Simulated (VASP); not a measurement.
Wanted: the native input for a VASP 6.6.1 run.

| Quantity | Value |
| --- | --- |
| Task | relaxation of the atoms |
| Functional | r2SCAN |
| Potentials or basis | VASP PAW PBE potentials, release 64 (B, N) |
| Cutoff | 580 eV |
| k mesh | 9 × 9 × 6 |
| Occupations | gaussian, width 0.02 eV |
| Spin | no spin polarisation |
| Dipole correction | no |
| Further INCAR settings | ALGO = Normal; EDIFF = 1e-07; IBRION = 2; EDIFFG = -0.002; NSW = 60 |

BN:

```
B N
1.0
     2.56876    0.00000    0.00000
    -1.28438    2.22461    0.00000
     0.00000    0.00000    4.20227
B N
2 2
Direct
  0.33333 0.66667 0.99967
  0.66667 0.33333 0.49967
  0.33333 0.66667 0.37433
  0.66667 0.33333 0.87433
```

This cell differs from its parent crystal: strained cell.

One way to write it, as run:

POSCAR

```
BN
1.0
    2.5687607817      0.0000000000      0.0000000000
   -1.2843803908      2.2246120932      0.0000000000
    0.0000000000      0.0000000000      4.2022677026
B N
2 2
Direct
    0.3333333333      0.6666666667     -0.0003314317
    0.6666666667      0.3333333333      0.4996685683
    0.3333333333      0.6666666667      0.3743314317
    0.6666666667      0.3333333333      0.8743314317
```

INCAR.step1

```
PREC = Accurate
ENCUT = 580
ISMEAR = 0
SIGMA = 0.02
LREAL = F
LASPH = T
NELM = 120
GGA = PE
ALGO = Normal
EDIFF = 1E-5
LWAVE = T
LCHARG = F
GGA_COMPAT = F
IBRION = 2
EDIFFG = -0.01
NELMIN = 4
NSW = 100
```

INCAR.step2

```
PREC = Accurate
ENCUT = 580
EDIFF = 1E-7
ISMEAR = 0
SIGMA = 0.02
LREAL = F
LASPH = T
NELM = 120
ALGO = Normal
ISIF = 2
LWAVE = F
LCHARG = F
METAGGA = R2SCAN
LMIXTAU = T
IBRION = 2
NSW = 60
EDIFFG = -0.002
ISTART = 1
GGA_COMPAT = F
NELMIN = 4
```

KPOINTS

```
Automatic mesh
0
Gamma
  9 9 6
```

Potentials or basis: VASP PAW PBE potentials, release 64 (B, N).

The run is started by

```console
$ cat potpaw_PBE.64/B/POTCAR potpaw_PBE.64/N/POTCAR > POTCAR
$ cp INCAR.step1 INCAR
$ mpirun -np 1 vasp_std > vasp.out
$ cp INCAR.step2 INCAR
$ mpirun -np 1 vasp_std > vasp.out
```

Results of the run:

```json
{"Pressure after relaxing": "-5.6 GPa", "Band gap on the k mesh": "5.79 eV (least direct gap 8.82 eV)"}
```

Caveat: the cell differs from its parent crystal (strained cell); the PAW data sets were made with another functional, which shifts forces and pressure a little.

It took 2 min on 1 thread of Oxide Virtual Turin-like Processor, with other jobs on the host, peak memory 0.11 GiB.
